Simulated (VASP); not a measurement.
# Br in VASP: notebook

Runs on Br. Level: PBE. Tasks: single point.

All numbers are computed with VASP 6.6.1; they aren't measurements. Logs are shortened: lines on timing, memory, paths and dates and some standing lists are left out, and cuts for length are marked.

## 1. The cell of the first run

The typed cell holds 6 atoms: a = 8.347 Å, b = 8.347 Å, c = 3.926 Å, α = 90.00°, β = 90.00°, γ = 113.30°.

The cell was generated, and may not be a known phase.

## 2. Single point, PBE

INCAR

```
  ALGO = Fast
  EDIFF = 1E-6
  ENCUT = 520
  GGA = PE
  ISIF = 2
  ISMEAR = 0
  LASPH = T
  LCHARG = F
  LREAL = F
  LWAVE = F
  NBANDS = 30
  NELM = 100
  PREC = Accurate
  SIGMA = 0.1
```

KPOINTS

```
k-points
0
Gamma
  4 4 6
```

POSCAR

```
Br
1.0
    4.5886529732     -6.9720575894      0.0000000000
    4.5886529732      6.9720575894      0.0000000000
    0.0000000000      0.0000000000      3.9257069719
Br
6
Direct
    0.1634439548      0.3364923850      0.5000000000
    0.8365560452      0.6635076150      0.5000000000
    0.3364923850      0.1634439548      0.5000000000
    0.6635076150      0.8365560452      0.5000000000
    0.0000000000      0.5000000000      0.0000000000
    0.5000000000      0.0000000000      0.0000000000
```

Potentials or basis: VASP PAW PBE potentials, release 64 (Br).

On the command line:

```bash
$ cat potpaw_PBE.64/Br/POTCAR > POTCAR
$ mpirun -np 1 vasp_std > vasp.out
```

OUTCAR:

```text
EDIFF = 1E-6
   ENCUT = 520
   GGA = PE
   ISIF = 2
   ISMEAR = 0
   LASPH = T
   LREAL = F
   NELM = 100
   PREC = Accurate

 ion  position               nearest neighbor table
   1  0.163  0.336  0.500-   3 2.41
   2  0.837  0.664  0.500-   4 2.41
   3  0.336  0.163  0.500-   1 2.41
   4  0.664  0.837  0.500-   2 2.41
   5  0.000  0.500  0.000-
   6  0.500  0.000  0.000-

  LATTYP: Found a base centered orthorhombic cell.
 ALAT       =     9.1773059464
 B/A-ratio  =     1.5194126970
 C/A-ratio  =     0.4277624604

  Lattice vectors:

 A1 = (   4.5886529732,  -6.9720575894,   0.0000000000)
 A2 = (   4.5886529732,   6.9720575894,   0.0000000000)
 A3 = (   0.0000000000,   0.0000000000,   3.9257069719)

Analysis of symmetry for initial positions (statically):
=====================================================================
 Subroutine PRICEL returns:
 Original cell was already a primitive cell.

 Routine SETGRP: Setting up the symmetry group for a
 base centered orthorhombic supercell.

 Subroutine GETGRP returns: Found  8 space group operations
 (whereof  8 operations were pure point group operations)
 out of a pool of  8 trial point group operations.

The static configuration has the point symmetry D_2h.

Analysis of symmetry for dynamics (positions and initial velocities):
=====================================================================
 Subroutine PRICEL returns:
 Original cell was already a primitive cell.

 Routine SETGRP: Setting up the symmetry group for a
 base centered orthorhombic supercell.

 Subroutine GETGRP returns: Found  8 space group operations
 (whereof  8 operations were pure point group operations)
 out of a pool of  8 trial point group operations.

The dynamic configuration has the point symmetry D_2h.

 Subroutine INISYM returns: Found  8 space group operations
 (whereof  8 operations are pure point group operations),
 and found     1 'primitive' translations

----------------------------------------------------------------------------------------

                                     Primitive cell

  volume of cell :     251.1852

  direct lattice vectors                    reciprocal lattice vectors
     4.588652973 -6.972057589  0.000000000     0.108964440 -0.071714841  0.000000000
     4.588652973  6.972057589  0.000000000     0.108964440  0.071714841  0.000000000
     0.000000000  0.000000000  3.925706972     0.000000000  0.000000000  0.254731188

  length of vectors
     8.346575534  8.346575534  3.925706972     0.130446416  0.130446416  0.254731188

  position of ions in fractional coordinates (direct lattice)
     0.163443955  0.336492385  0.500000000
     0.836556045  0.663507615  0.500000000
     0.336492385  0.163443955  0.500000000
     0.663507615  0.836556045  0.500000000
     0.000000000  0.500000000  0.000000000
     0.500000000  0.000000000  0.000000000

  ion indices of the primitive-cell ions
   primitive index   ion index
                 1           1
                 2           2
                 3           3
                 4           4
                 5           5
                 6           6

----------------------------------------------------------------------------------------

 KPOINTS: k-points

Automatic generation of k-mesh.
 Grid dimensions read from file:
 generate k-points for:    4    4    6

 Generating k-lattice:

  Cartesian coordinates                     Fractional coordinates (reciprocal lattice)
     0.027241110 -0.017928710  0.000000000     0.250000000  0.000000000  0.000000000
     0.027241110  0.017928710  0.000000000     0.000000000  0.250000000  0.000000000
     0.000000000  0.000000000  0.042455198     0.000000000  0.000000000  0.166666667

  Length of vectors
     0.032611604  0.032611604  0.042455198

  Shift w.r.t. Gamma in fractional coordinates (k-lattice)
     0.000000000  0.000000000  0.000000000

 Subroutine IBZKPT returns following result:
 ===========================================

 Found     28 irreducible k-points:

 Following reciprocal coordinates:
            Coordinates               Weight
  0.000000  0.000000  0.000000      1.000000
  0.250000  0.000000  0.000000      4.000000
  0.500000  0.000000  0.000000      2.000000
  0.250000  0.250000  0.000000      2.000000
  0.500000  0.250000  0.000000      4.000000
 -0.250000  0.250000  0.000000      2.000000
[... 16 lines left out ...]
  0.250000  0.000000  0.500000      4.000000
  0.500000  0.000000  0.500000      2.000000
 [... further k-points ...]
   k-points           NKPTS =     28   k-points in BZ     NKDIM =     28   number of bands    NBANDS=     30
   number of dos      NEDOS =    301   number of ions     NIONS =      6
   total plane-waves  NPLWV = 122880
   dimension x,y,z NGX =    64 NGY =   64 NGZ =   30
   dimension x,y,z NGXF=   128 NGYF=  128 NGZF=   60
   ions per type =               6
   NGX,Y,Z   is equivalent  to a cutoff of  12.75, 12.75, 12.70 a.u.
   NGXF,Y,Z  is equivalent  to a cutoff of  25.49, 25.49, 25.41 a.u.
 SYSTEM =  unknown system
   PREC   = accura    normal or accurate (medium, high low for compatibility)
   ISTART =      0    job   : 0-new  1-cont  2-samecut
   ICHARG =      2    charge: 1-file 2-atom 10-const
   ISPIN  =      1    spin polarized calculation?
   LNONCOLLINEAR =      F non collinear calculations
   LSORBIT =      F    spin-orbit coupling
   LASPH  =      T    aspherical Exc in radial PAW
   ENCUT  =  520.0 eV  38.22 Ry    6.18 a.u.  15.52 15.52  7.30*2*pi/ulx,y,z
   NELM   =    100;   NELMIN=  2; NELMDL= -5     # of ELM steps
   EDIFF  = 0.1E-05   stopping-criterion for ELM
   LREAL  =      F    real-space projection
   EDIFFG = 0.1E-04   stopping-criterion for IOM
   NSW    =      0    number of steps for IOM
   IBRION =     -1    ionic relax: 0-MD 1-quasi-New 2-CG
   NFREE  =      0    steps in history (QN), initial steepest desc. (CG)
   ISIF   =      2    stress and relaxation
   ISYM   =      2    0-nonsym 1-usesym 2-fastsym
   POTIM  = 0.5000    time-step for ionic-motion
   TEBEG  =    0.0;   TEEND  =   0.0 temperature during run
   PSTRESS=    0.0 pullay stress
   NELECT =      42.0000    total number of electrons
   NUPDOWN=      -1.0000    fix difference up-down
   EMIN   =  10.00;   EMAX   =-10.00  energy-range for DOS
   EFERMI =   0.00;   METHOD = LEGACY
   ISMEAR =     0;   SIGMA  =   0.10  broadening in eV -4-tet -1-fermi 0-gaus
   EFERMI_NEDOS =   21; number of points for ismear=-14 and -15
   IALGO  =     68    algorithm
   IMIX   =      4    mixing-type and parameters
     AMIX     =   0.40;   BMIX     =  1.00
     AMIX_MAG =   1.60;   BMIX_MAG =  1.00
  volume/ion in A,a.u.               =      41.86       282.51
  Fermi-wavevector in a.u.,A,eV,Ry     =   0.901903  1.704350 11.067378  0.813429
  Thomas-Fermi vector in A             =   2.025041
   LORBIT       =      0    0 simple, 1 ext, 2 COOP (PROOUT), +10 PAW based schemes
   GGA     = PE    functional components
   LHFCALC =     F    Hartree Fock is set to
   AEXX    =    0.0000 exact exchange contribution
   IVDW    =     0    specifies the selected vdW correction
   LEPSILON=     F    determine dielectric tensor
   LRPA    =     F    only Hartree local field effects (RPA)
 non-spin polarized calculation
 RMM-DIIS sequential band-by-band and
 Gauss-broadening in eV      SIGMA  =   0.10
  energy-cutoff  :      520.00
  volume of cell :      251.19
 maximum number of plane-waves:      6785
 NGX is ok and might be reduce to    64

 number of electron      42.0000001 magnetization

 Free energy of the ion-electron system (eV)
  ---------------------------------------------------
  ext. energy  EPLUGINS =         0.00000000
  ---------------------------------------------------
  free energy    TOTEN  =        -8.76552259 eV

  energy without entropy =       -8.74428906  energy(sigma->0) =       -8.75490583

 E-fermi :  -1.2254     XC(G=0):  -6.8302

 val. band max:       -1.2300855749   @ k =   0.5000   0.2500   0.1667
 cond. band min:      -1.2084119621   @ k =   0.2500   0.0000   0.1667
 fundamental gap:      0.0216736128
 Fermi energy:        -1.2254180307

 k-point     1 :       0.0000    0.0000    0.0000
  band No.  band energies     occupation
      1     -17.1606      2.00000
      2     -17.0016      2.00000
      3     -15.7560      2.00000
      4     -14.9361      2.00000
      5     -14.9325      2.00000
      6     -14.0864      2.00000
[... 22 lines left out ...]
     29       6.8790      0.00000
     30       7.0120      0.00000

 k-point     2 :       0.2500    0.0000    0.0000
  band No.  band energies     occupation
      1     -17.1401      2.00000
      2     -17.0283      2.00000
      3     -15.6879      2.00000
      4     -15.2404      2.00000
      5     -14.6222      2.00000
      6     -14.1554      2.00000
[... 22 lines left out ...]
     29       6.6725      0.00000
     30       7.0633      0.00000

 k-point     3 :       0.5000    0.0000    0.0000
  band No.  band energies     occupation
      1     -17.0872      2.00000
      2     -17.0872      2.00000
      3     -15.5034      2.00000
      4     -15.5034      2.00000
      5     -14.3470      2.00000
      6     -14.3469      2.00000
[... 22 lines left out ...]
     29       6.7224      0.00000
     30       6.7226      0.00000

 k-point     4 :       0.2500    0.2500    0.0000
  band No.  band energies     occupation
      1     -17.1485      2.00000
      2     -17.0131      2.00000
      3     -15.7699      2.00000
      4     -14.9249      2.00000
      5     -14.9208      2.00000
      6     -14.0957      2.00000
[... 22 lines left out ...]
     29       6.9683      0.00000
     30       7.1291      0.00000

 k-point     5 :       0.5000    0.2500    0.0000
  band No.  band energies     occupation
      1     -17.1229      2.00000
      2     -17.0447      2.00000
      3     -15.7072      2.00000
      4     -15.2229      2.00000
      5     -14.6070      2.00000
      6     -14.1688      2.00000
[... 22 lines left out ...]
     29       6.4577      0.00000
     30       7.0515      0.00000
[... 526 lines left out ...]
     29       6.8370      0.00000
     30       7.7684      0.00000

 k-point    22 :       0.0000    0.0000    0.5000
  band No.  band energies     occupation
      1     -16.9096      2.00000
      2     -16.8694      2.00000
      3     -14.9646      2.00000
      4     -14.9394      2.00000
      5     -14.8072      2.00000
      6     -14.7747      2.00000
[... 22 lines left out ...]
     29       7.3484      0.00000
     30       7.6099      0.00000

 k-point    23 :       0.2500    0.0000    0.5000
  band No.  band energies     occupation
      1     -16.9037      2.00000
      2     -16.8753      2.00000
      3     -14.9609      2.00000
      4     -14.9431      2.00000
      5     -14.8025      2.00000
      6     -14.7796      2.00000
[... 22 lines left out ...]
     29       7.2138      0.00000
     30       7.4863      0.00000

 k-point    24 :       0.5000    0.0000    0.5000
  band No.  band energies     occupation
      1     -16.8895      2.00000
      2     -16.8895      2.00000
      3     -14.9520      2.00000
      4     -14.9520      2.00000
      5     -14.7912      2.00000
      6     -14.7912      2.00000
[... 22 lines left out ...]
     29       7.4601      0.00000
     30       7.5067      0.00000

 [... further k-points ...]

------------------------ aborting loop because EDIFF is reached ----------------------------------------

  FORCE on cell =-STRESS in cart. coord.  units (eV):
  Direction    XX          YY          ZZ          XY          YZ          ZX
  --------------------------------------------------------------------------------------
  -------------------------------------------------------------------------------------
  Total        0.1260105      0.0132576     -0.0096731      0.0000000      0.0000000      0.0000000
  in kB        0.8037541      0.0845630     -0.0616997      0.0000000      0.0000000      0.0000000
  external PRESSURE =       0.2755391 kB  Pullay stress =       0.0000000 kB

 VOLUME and BASIS-vectors are now :
 -----------------------------------------------------------------------------
  energy-cutoff  :      520.00
  volume of cell :      251.19
      direct lattice vectors                 reciprocal lattice vectors
     4.588652973 -6.972057589  0.000000000     0.108964440 -0.071714841  0.000000000
     4.588652973  6.972057589  0.000000000     0.108964440  0.071714841  0.000000000
     0.000000000  0.000000000  3.925706972     0.000000000  0.000000000  0.254731188

 POSITION                                       TOTAL-FORCE (eV/Angst)
 -----------------------------------------------------------------------------------
      2.29403      1.20650      1.96285         0.000081      0.004498     -0.000000
      6.88327     -1.20650      1.96285        -0.000081     -0.004498      0.000000
      2.29403     -1.20650      1.96285         0.000081     -0.004498      0.000000
      6.88327      1.20650      1.96285        -0.000081      0.004498     -0.000000
      2.29433      3.48603      0.00000         0.000000     -0.000000      0.000000
      2.29433     -3.48603      0.00000        -0.000000      0.000000      0.000000
 -----------------------------------------------------------------------------------
    total drift:                               -0.000000      0.000000     -0.000000

  FREE ENERGIE OF THE ION-ELECTRON SYSTEM (eV)
  ---------------------------------------------------
  free  energy   TOTEN  =        -8.7655225917 eV

  energy  without entropy=       -8.7442890603  energy(sigma->0) =       -8.75490583
```

Wall time 3.4 min (1 thread of Oxide Virtual Turin-like, shared host); peak memory 0.35 GiB.

What came out:

| Item | Value |
| --- | --- |
| Free energy | -8.7655 eV |
| Pressure | 0.0 GPa |
| Largest force | 0.004 eV/Å |
| Band gap on the k mesh | zero (bands 21 and 22 overlap by 0.59 eV) |

Forces in eV/Å, atoms in the order of the input:
```
Br   0.000  0.004  0.000
Br   0.000 -0.004  0.000
Br   0.000 -0.004  0.000
Br   0.000  0.004  0.000
Br   0.000  0.000  0.000
Br   0.000  0.000  0.000
```

Stress tensor (GPa, compression positive):
```
 0.08  0.00  0.00
 0.00  0.01  0.00
 0.00  0.00 -0.01
```

Levels at points of the mesh, in eV from the Fermi level:
```csv
k point,band 18,band 19,band 20,band 21,band 22,band 23,band 24,band 25
"(0.00, 0.00, 0.00)",-0.88,-0.66,-0.52,-0.52,0.43,0.80,2.05,4.80
"(0.50, 0.00, 0.00)",-1.52,-0.60,-0.60,0.09,0.09,1.52,1.52,5.94
"(0.50, 0.50, 0.00)",-0.89,-0.70,-0.50,-0.22,0.41,0.74,2.07,5.36
"(0.00, 0.00, 0.50)",-0.96,-0.95,-0.81,-0.55,0.69,0.75,2.56,6.14
"(0.50, 0.00, 0.50)",-1.18,-1.02,-1.02,0.19,0.19,1.82,1.82,7.02
"(0.50, 0.50, 0.50)",-0.95,-0.92,-0.86,-0.59,0.72,0.78,2.54,6.73
```

## 3. Single point, PBE

This run uses another cell than the first one: it holds 3 atoms, not 6.

INCAR

```
PREC     = Accurate       # precision mode
ENCUT    = 520            # plane-wave cutoff, eV
EDIFF    = 1E-6           # SCF threshold, eV
ISMEAR   = 0              # smearing method
SIGMA    = 0.1            # smearing width, eV
LREAL    = False          # projectors in reciprocal space
LASPH    = True           # aspherical terms in the spheres
NELM     = 100            # most SCF steps
ALGO     = Fast           # electronic algorithm
ISIF     = 2              # what is computed and relaxed
LWAVE    = False          # write WAVECAR
LCHARG   = False          # write CHGCAR
GGA      = PE             # functional
NBANDS   = 18             # bands
```

KPOINTS

```
regular mesh
0
Gamma
  12 10 8
```

POSCAR

```
Br
1.0
    3.9125350964      0.0000000000      0.0000000000
    0.0000000000      4.8239365283      0.0000000000
    0.0000000000      0.0000000000      6.9865432649
Br
3
Direct
    0.5000000000      0.5000000000      0.1725187452
    0.5000000000      0.5000000000      0.8274812548
    0.0000000000      0.5000000000      0.5000000000
```

Potentials or basis: VASP PAW PBE potentials, release 64 (Br).

On the command line:

```bash
$ cat potpaw_PBE.64/Br/POTCAR > POTCAR
$ mpirun -np 1 vasp_std > vasp.out
```

It took 6.9 min on 1 thread of Oxide Virtual Turin-like, shared host; peak memory 0.47 GiB.

It converged, with:

```
Free energy            : -4.3820 eV
Pressure               : 0.0 GPa
Band gap on the k mesh : zero (an odd number of electrons rules out a gap without spin polarisation)
```

Levels at points of the mesh, in eV from the Fermi level:
```tsv
k point	band 9	band 10	band 11	band 12	band 13	band 14
(0.00, 0.00, 0.00)	-0.95	-0.90	-0.52	2.07	4.75	6.35
(0.50, 0.00, 0.00)	-0.98	-0.87	0.68	0.76	7.07	7.77
(0.00, 0.50, 0.00)	-1.25	-0.88	-0.50	2.08	6.44	7.73
(0.50, 0.50, 0.00)	-1.10	-0.95	0.69	0.78	6.75	6.83
(0.00, 0.00, 0.50)	-0.68	-0.28	0.41	0.76	5.31	5.93
(0.50, 0.00, 0.50)	-1.01	-0.92	-0.60	2.54	7.40	8.19
(0.00, 0.50, 0.50)	-0.66	-0.48	0.42	0.80	7.38	7.74
(0.50, 0.50, 0.50)	-1.31	-1.18	-0.57	2.55	6.21	7.59
```

Caveat: this functional lacks dispersion, which binds layers or chains, so the pressure and a relaxed spacing across them are unreliable; an odd number of electrons without spin polarisation forces a metal; a magnetic or distorted state may lie lower.

The gap in the log of VASP goes by the Fermi energy; the results here count the filled bands.